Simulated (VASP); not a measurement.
# SiGe (P6_3mc) in VASP: further runs, part 2 of 2

VASP 6.6.1.

### 5 Single point, r2SCAN

This run uses another cell than the first one, of the same volume but with other edges.

Contents of POSCAR:

```
SiGe
1.0
    3.7823563974      0.0000000000      0.0000000000
   -1.8911781987      3.2756167263      0.0000000000
    0.0000000000      0.0000000000      6.8739687937
Si Ge
2 2
Direct
    0.6666666667      0.3333333333      0.8746070000
    0.3333333333      0.6666666667      0.3746070000
    0.6666666667      0.3333333333      0.5003920000
    0.3333333333      0.6666666667      0.0003920000
```

Contents of INCAR.step1:

```
SYSTEM = SiGe
PREC = Accurate ; ENCUT = 520
ISMEAR = 0 ; SIGMA = 0.05
LREAL = .False. ; LASPH = .True.
NELM = 100 ; NBANDS = 26
GGA = PE ; ALGO = Normal
EDIFF = 1E-4 ; LWAVE = .True.
LCHARG = .False.
```

Contents of INCAR.step2:

```
SYSTEM = SiGe
PREC = Accurate ; ENCUT = 520
EDIFF = 1E-6 ; ISMEAR = 0
SIGMA = 0.05 ; LREAL = .False.
LASPH = .True. ; NELM = 100
ALGO = Normal ; ISIF = 2
LWAVE = .False. ; LCHARG = .False.
METAGGA = R2SCAN ; LMIXTAU = .True.
NBANDS = 26 ; ISTART = 1
```

Contents of KPOINTS:

```
Automatic mesh
0
Gamma
  12 12 6
  0 0 0
```

Potentials or basis: VASP PAW PBE potentials, release 64 (Si, Ge_d).

On the command line:

```bash
$ cat potpaw_PBE.64/Si/POTCAR potpaw_PBE.64/Ge_d/POTCAR > POTCAR
$ cp INCAR.step1 INCAR
$ mpirun -np 1 vasp_std > vasp.out
$ cp INCAR.step2 INCAR
$ mpirun -np 1 vasp_std > vasp.out
```

OUTCAR:

```text
SYSTEM = SiGe
   PREC = Accurate
   ENCUT = 520
   EDIFF = 1E-6
   ISMEAR = 0
   LREAL = .False.
   LASPH = .True.
   NELM = 100
   ISIF = 2
   METAGGA = R2SCAN
   ISTART = 1

 ion  position               nearest neighbor table
   1  0.667  0.333  0.875-   4 2.35   4 2.35   4 2.35   3 2.57
   2  0.333  0.667  0.375-   3 2.35   3 2.35   3 2.35   4 2.57
   3  0.667  0.333  0.500-   2 2.35   2 2.35   2 2.35   1 2.57
   4  0.333  0.667  0.000-   1 2.35   1 2.35   1 2.35   2 2.57

  LATTYP: Found a hexagonal cell.
 ALAT       =     3.7823563974
 C/A-ratio  =     1.8173773361

  Lattice vectors:

 A1 = (   3.7823563974,   0.0000000000,   0.0000000000)
 A2 = (  -1.8911781987,   3.2756167263,   0.0000000000)
 A3 = (   0.0000000000,   0.0000000000,   6.8739687937)

Analysis of symmetry for initial positions (statically):
=====================================================================
 Subroutine PRICEL returns:
 Original cell was already a primitive cell.

 Routine SETGRP: Setting up the symmetry group for a
 hexagonal supercell.

 Subroutine GETGRP returns: Found 12 space group operations
 (whereof  6 operations were pure point group operations)
 out of a pool of 24 trial point group operations.

The static configuration has the point symmetry C_3v.
 The point group associated with its full space group is C_6v.

Analysis of symmetry for dynamics (positions and initial velocities):
=====================================================================
 Subroutine PRICEL returns:
 Original cell was already a primitive cell.

 Routine SETGRP: Setting up the symmetry group for a
 hexagonal supercell.

 Subroutine GETGRP returns: Found 12 space group operations
 (whereof  6 operations were pure point group operations)
 out of a pool of 24 trial point group operations.

[... 115 lines left out ...]
   PSTRESS=    0.0 pullay stress
   NELECT =      36.0000    total number of electrons
   NUPDOWN=      -1.0000    fix difference up-down
   EMIN   =  10.00;   EMAX   =-10.00  energy-range for DOS
   EFERMI =   0.00;   METHOD = LEGACY
   ISMEAR =     0;   SIGMA  =   0.05  broadening in eV -4-tet -1-fermi 0-gaus
   EFERMI_NEDOS =   21; number of points for ismear=-14 and -15
   IALGO  =     38    algorithm
   IMIX   =      4    mixing-type and parameters
     AMIX     =   0.40;   BMIX     =  1.00
     AMIX_MAG =   1.60;   BMIX_MAG =  1.00
  volume/ion in A,a.u.               =      21.29       143.68
  Fermi-wavevector in a.u.,A,eV,Ry     =   1.228631  2.321775 20.538443  1.509533
  Thomas-Fermi vector in A             =   2.363549
   LORBIT       =      0    0 simple, 1 ext, 2 COOP (PROOUT), +10 PAW based schemes
   METAGGA = R2SCAN    functional components
   LHFCALC =     F    Hartree Fock is set to
   AEXX    =    0.0000 exact exchange contribution
   IVDW    =     0    specifies the selected vdW correction
   LEPSILON=     F    determine dielectric tensor
   LRPA    =     F    only Hartree local field effects (RPA)
 non-spin polarized calculation
 Gauss-broadening in eV      SIGMA  =   0.05
  energy-cutoff  :      520.00
  volume of cell :       85.17
 maximum number of plane-waves:      2315
   NGX = 15   NGY = 15   NGZ = 25

 number of electron      36.0000001 magnetization

 Free energy of the ion-electron system (eV)
  ---------------------------------------------------
  ext. energy  EPLUGINS =         0.00000000
  ---------------------------------------------------
  free energy    TOTEN  =       -44.85587760 eV

  energy without entropy =      -44.85587760  energy(sigma->0) =      -44.85587760

 E-fermi :   5.7223     XC(G=0): -10.3780

 val. band max:        5.5258501280   @ k =   0.0000   0.0000   0.0000
 cond. band min:       5.9204198848   @ k =   0.0000   0.0000   0.0000
 fundamental gap:      0.3945697567
 Fermi energy:         5.7222959442

 k-point     1 :       0.0000    0.0000    0.0000
  band No.  band energies     occupation
      1     -19.7590      2.00000
      2     -19.7581      2.00000
      3     -19.7580      2.00000
      4     -19.7575      2.00000
      5     -19.7553      2.00000
      6     -19.7553      2.00000
[... 685 lines left out ...]
     25      13.2637      0.00000
     26      13.5222      0.00000

 [... further k-points ...]
[... 5 lines left out ...]
  --------------------------------------------------------------------------------------
  -------------------------------------------------------------------------------------
  Total        3.8258608      3.8258608     -5.8354637      0.0000000      0.0000000      0.0000000
  in kB       71.9741704     71.9741704   -109.7799103      0.0000000      0.0000000      0.0000000
  external PRESSURE =      11.3894768 kB  Pullay stress =       0.0000000 kB

 VOLUME and BASIS-vectors are now :
 -----------------------------------------------------------------------------
  energy-cutoff  :      520.00
  volume of cell :       85.17
      direct lattice vectors                 reciprocal lattice vectors
     3.782356397  0.000000000  0.000000000     0.264385450  0.152643011  0.000000000
    -1.891178199  3.275616726  0.000000000     0.000000000  0.305286022  0.000000000
     0.000000000  0.000000000  6.873968794     0.000000000  0.000000000  0.145476366

 POSITION                                       TOTAL-FORCE (eV/Angst)
 -----------------------------------------------------------------------------------
      1.89118      1.09187      6.01202        -0.000000     -0.000000     -0.651467
     -0.00000      2.18374      2.57504         0.000000      0.000000     -0.651467
      1.89118      1.09187      3.43968         0.000000      0.000000      0.651467
     -0.00000      2.18374      0.00269        -0.000000     -0.000000      0.651467
 -----------------------------------------------------------------------------------
    total drift:                               -0.000001     -0.000001      0.000422

  FREE ENERGIE OF THE ION-ELECTRON SYSTEM (eV)
  ---------------------------------------------------
  free  energy   TOTEN  =       -44.8558775976 eV

  energy  without entropy=      -44.8558775976  energy(sigma->0) =      -44.85587760
```

OUTCAR.step1:

```text
SYSTEM = SiGe
   PREC = Accurate
   ENCUT = 520
   ISMEAR = 0
   LREAL = .False.
   LASPH = .True.
   NELM = 100
[... 926 lines left out ...]
     -0.00000      2.18374      2.57504         0.000000      0.000000     -0.711295
      1.89118      1.09187      3.43968         0.000000      0.000000      0.711295
     -0.00000      2.18374      0.00269        -0.000000     -0.000000      0.711295
 -----------------------------------------------------------------------------------
    total drift:                               -0.000001     -0.000001      0.005126

  FREE ENERGIE OF THE ION-ELECTRON SYSTEM (eV)
  ---------------------------------------------------
  free  energy   TOTEN  =       -19.4078015438 eV

  energy  without entropy=      -19.4077957614  energy(sigma->0) =      -19.40779865
```

OSZICAR.step1:

```text
N       E                     dE             d eps       ncg     rms          rms(c)
DAV:   1     0.266766258207E+03    0.26677E+03   -0.17650E+04  4622   0.298E+03
DAV:   2     0.235607324856E+02   -0.24321E+03   -0.23452E+03  3976   0.639E+02
DAV:   3    -0.179838937910E+02   -0.41545E+02   -0.40974E+02  4774   0.154E+02
DAV:   4    -0.196823193265E+02   -0.16984E+01   -0.16945E+01  4790   0.345E+01
DAV:   5    -0.197178695883E+02   -0.35550E-01   -0.35539E-01  4854   0.560E+00    0.579E+00
DAV:   6    -0.195000351778E+02    0.21783E+00   -0.12587E-01  4904   0.226E+00    0.344E+00
DAV:   7    -0.194042851298E+02    0.95750E-01   -0.24495E-01  4994   0.286E+00    0.278E-01
DAV:   8    -0.194071330122E+02   -0.28479E-02   -0.31930E-02  4688   0.135E+00    0.175E-01
DAV:   9    -0.194074919440E+02   -0.35893E-03   -0.11302E-03  4670   0.266E-01    0.120E-01
DAV:  10    -0.194077498222E+02   -0.25788E-03   -0.26631E-04  3726   0.908E-02    0.330E-02
DAV:  11    -0.194078015438E+02   -0.51722E-04   -0.69638E-05  3054   0.551E-02
   1 F= -.19407802E+02 E0= -.19407799E+02  d E =-.578235E-05
```

It took 4.6 min on 1 thread of AMD EPYC 9R45 (Zen 5), shared host; peak memory 0.27 GiB.

Results:

| Property | Result |
| --- | --- |
| Free energy | -44.8559 eV |
| Pressure | 1.1 GPa |
| Largest force | 0.651 eV/Å |
| Band gap on the k mesh | 0.39 eV |

Forces on the atoms (eV/Å):
```
Si   0.000  0.000 -0.651
Si   0.000  0.000 -0.651
Ge   0.000  0.000  0.651
Ge   0.000  0.000  0.651
```

Caveat: the stress differs along the axes, from -11 to 7 GPa; semilocal functionals underestimate gaps, and a narrow one can read as zero; the PAW data sets were made with another functional, which shifts forces and pressure a little. A k mesh can miss the band edges.

### 6 Summary

```tsv
cell	gap on the mesh (eV)	pressure (GPa)	largest force (eV/Å)
a = 4.122, b = 4.122, c = 5.788 Å, angles 90.0, 90.0, 120.0°, 4 atoms	none	4.4	2.63
a = 3.674, b = 3.674, c = 7.285 Å, angles 90.0, 90.0, 120.0°, 4 atoms	none	3.9	0.90
a = 4.014, b = 4.014, c = 6.102 Å, angles 90.0, 90.0, 120.0°, 4 atoms	none	1.1	1.04
a = 3.782, b = 3.782, c = 6.874 Å, angles 90.0, 90.0, 120.0°, 4 atoms	0.39	1.1	0.65
```

Alike in all rows: task single point; level r2SCAN; potentials or basis VASP PAW PBE potentials, release 64 (Si, Ge_d); no spin polarisation; k mesh 12 × 12 × 6; cutoff (eV) 520; smearing gaussian 0.05 eV.

Caveats: semilocal functionals underestimate gaps, and a narrow one can read as zero; the PAW data sets were made with another functional, which shifts forces and pressure a little; the stress differs along the axes, from -10 to 33 GPa (at least some runs); the stress differs along the axes, from -15 to 13 GPa (at least some runs); the stress differs along the axes, from -6 to 15 GPa (at least some runs); the stress differs along the axes, from -11 to 7 GPa (at least some runs).

Total energies depend on the potentials used, so only differences within one code and one set of settings carry meaning.

The gap in the log of VASP goes by the Fermi energy; the results here count the filled bands.